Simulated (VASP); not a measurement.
Set up this calculation in VASP 6.6.1, as the native input.

* Task: single point
* Functional: PBE
* Potentials or basis: VASP PAW PBE potentials, release 64 (Zn, S)
* Cutoff: 520 eV
* k mesh: 6 × 6 × 2
* Occupations: fermi-dirac, width 0.02 eV
* Spin: no spin polarisation
* Dipole correction: no
* Further INCAR settings: ALGO = Normal; EDIFF = 1e-06; NBANDS = 46

The structure of ZnS (Wurtzite-4H) lies in POSCAR:

```
ZnS
1.0
    3.8227000000      0.0000000000      0.0000000000
   -1.9113500000      3.3105553110      0.0000000000
    0.0000000000      0.0000000000     12.5200000000
Zn S
4 4
Direct
    0.0000000000      0.0000000000      0.0000367430
    0.0000000000      0.0000000000      0.5000367430
    0.3333333333      0.6666666667      0.2500350258
    0.6666666667      0.3333333333      0.7500350258
    0.0000000000      0.0000000000      0.1873400115
    0.0000000000      0.0000000000      0.6873400115
    0.3333333333      0.6666666667      0.4375882198
    0.6666666667      0.3333333333      0.9375882198
```

These files were run (other wordings do the same):

INCAR

```
PREC = Accurate ; ENCUT = 520
EDIFF = 1E-6 ; ISMEAR = -1
SIGMA = 0.02 ; LREAL = False
LASPH = True ; NELM = 100
ALGO = Normal ; ISIF = 2
LWAVE = False ; LCHARG = False
GGA = PE ; NBANDS = 46
```

KPOINTS

```
Automatic mesh
0
Gamma
  6 6 2
```

Potentials or basis: VASP PAW PBE potentials, release 64 (Zn, S).

Launch:

```bash
$ cat potpaw_PBE.64/Zn/POTCAR potpaw_PBE.64/S/POTCAR > POTCAR
$ mpirun -np 1 vasp_std > vasp.out
```

Results of the run:

```json
{"Pressure": "1.5 GPa", "Largest force": "0.020 eV/Å", "Band gap on the k mesh": "2.13 eV, direct"}
```

Wall time 94 s on 1 thread of Intel(R) Xeon(R) Platinum 8375C CPU @ 2.90GHz (Ice Lake) (shared host), peak memory 0.29 GiB.
